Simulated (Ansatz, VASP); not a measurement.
Given: the input of a run of Ansatz 0.2.0 on WS2.

input.yaml

```yaml
crystal:
  lattice:
    - [3.1835163552, 0.0, 0.0]
    - [-1.5917581776, 2.7570060369, 0.0]
    - [0.0, 0.0, 16.95057789]
  atoms:
    - { symbol: W, position: [0.0, 0.0, 0.0] }
    - { symbol: S, position: [0.3333333333, 0.6666666667, 0.09200051] }
    - { symbol: S, position: [0.3333333333, 0.6666666667, 0.90799949] }
hamiltonian:
  xc: pbe
  pseudopotentials: { kind: paw }
  dispersion: d4
kpoints:
  mp_grid: { grid: [10, 10, 2] }
scf:
  occupations: { method: fermi_dirac, width: 0.05 }
output:
  forces: true
  stress: true
  eigenvalues: true
relax:
  f_tol: 0.01
  max_steps: 40
  cell: { stress_tol: 0.05 }
```

Potentials or basis: Ansatz PAW.

The run is started by

```bash
$ ansatz run input.yaml --threads 2 --pin off --max-ram 5632MiB --backend cpu --events-out ev --progress --plain --runs-dir out
```

Set up the same calculation for VASP 6.6.1. Potentials there: VASP PAW PBE potentials, release 64 (W_sv, S).

As run (the cutoff follows the program's own potentials):

The input INCAR:

```
PREC = Accurate
ENCUT = 600
EDIFF = 1E-6
ISMEAR = -1
SIGMA = 0.05
LREAL = F
LASPH = T
NELM = 80
ALGO = Normal
ISIF = 3
LWAVE = F
LCHARG = F
GGA = PE
IVDW = 13
IBRION = 2
NSW = 60
EDIFFG = -0.01
```

File KPOINTS:

```
regular mesh
0
Gamma
  10 10 2
```

File POSCAR:

```
WS2
1.0
    3.1835163552      0.0000000000      0.0000000000
   -1.5917581776      2.7570060369      0.0000000000
    0.0000000000      0.0000000000     16.9505778900
W S
1 2
Direct
    0.0000000000      0.0000000000      0.0000000000
    0.3333333333      0.6666666667      0.0920005100
    0.3333333333      0.6666666667      0.9079994900
```

Potentials or basis: VASP PAW PBE potentials, release 64 (W_sv, S).

Run with:

```bash
$ cat potpaw_PBE.64/W_sv/POTCAR potpaw_PBE.64/S/POTCAR > POTCAR
$ mpirun -np 1 vasp_std > vasp.out
```

Both were run:

|  | VASP | Ansatz | Ansatz less VASP |
| --- | --- | --- | --- |
| gap on the k mesh at the Fermi level, each at its own relaxed structure (eV) | 2.23 | 2.22 | -0.007 |
| relaxed volume (Å³/atom) | 49.10 | 48.78 | -0.319 |
| relaxed cell length with the largest relative difference (Å) | 17.058 | 16.945 | -0.1132 |

Neither program's run includes spin-orbit coupling. Noted on Ansatz's run: the plane-wave basis is chosen anew once the cell has moved, so the energies of steps on either side of that aren't comparable.
